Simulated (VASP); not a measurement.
Set up this calculation in VASP 6.6.1, as the native input.

```yaml
Task: single point
Functional: LDA
Potentials_or_basis: VASP PAW LDA potentials, release 64 (Ba_sv, Ti_sv, O)
Cutoff: 520 eV
k_mesh: 5 × 5 × 5
Occupations: gaussian, width 0.01 eV
Spin: no spin polarisation
Hubbard_terms: Ti d U = 2.0 eV
Dipole_correction: no
Further_INCAR_settings: ALGO = Normal; EDIFF = 1e-07; NBANDS = 28
```

The structure of BaTiO3 (Barioperovskite) lies in POSCAR:

```
BaTiO3
1.0
    3.8832622808      0.0000000000      0.0000000000
    0.0000000000      2.7641266502      2.7721650178
    0.0000000000     -2.7641266502      2.7721650178
Ba Ti O
1 1 3
Direct
    0.0000000000      0.0000000000      0.0000000000
    0.5000000000      0.5124000000      0.5124000000
    0.0000000000      0.4874000000      0.4874000000
    0.5000000000      0.5052400000      0.9918400000
    0.5000000000      0.9918400000      0.5052400000
```

One way to write it, as run:

INCAR

```
PREC     = Accurate       # precision mode
ENCUT    = 520            # plane-wave cutoff, eV
EDIFF    = 1E-7           # SCF threshold, eV
ISMEAR   = 0              # smearing method
SIGMA    = 0.01           # smearing width, eV
LREAL    = F              # projectors in reciprocal space
LASPH    = T              # aspherical terms in the spheres
NELM     = 150            # most SCF steps
ALGO     = Normal         # electronic algorithm
ISIF     = 2              # what is computed and relaxed
LWAVE    = F              # write WAVECAR
LCHARG   = F              # write CHGCAR
LMAXMIX  = 4              # l up to which the mixer works
LDAU     = T              # DFT+U
LDAUTYPE = 2            
LDAUL    = -1 2 -1        # shell
LDAUU    = 0 2 0          # U, eV
LDAUJ    = 0 0 0        
LDAUPRINT= 1            
GGA      = CA             # functional
NBANDS   = 28             # bands
```

KPOINTS

```
regular mesh
0
Gamma
  5 5 5
```

Potentials or basis: VASP PAW LDA potentials, release 64 (Ba_sv, Ti_sv, O).

Command:

```sh
$ cat potpaw_LDA.64/Ba_sv/POTCAR potpaw_LDA.64/Ti_sv/POTCAR potpaw_LDA.64/O/POTCAR > POTCAR
$ mpirun -np 1 vasp_std > vasp.out
```

It gave:

| Quantity | Value |
| --- | --- |
| Pressure | 10.6 GPa |
| Largest force | 0.553 eV/Å |
| Band gap on the k mesh | 2.27 eV, direct |

Caveat: spin-orbit coupling is left out, which moves the levels of the heavy elements.

Run time: 24 s on 1 thread of Intel(R) Xeon(R) 6975P-C (Granite Rapids), with other jobs on the host, peak memory 0.18 GiB.
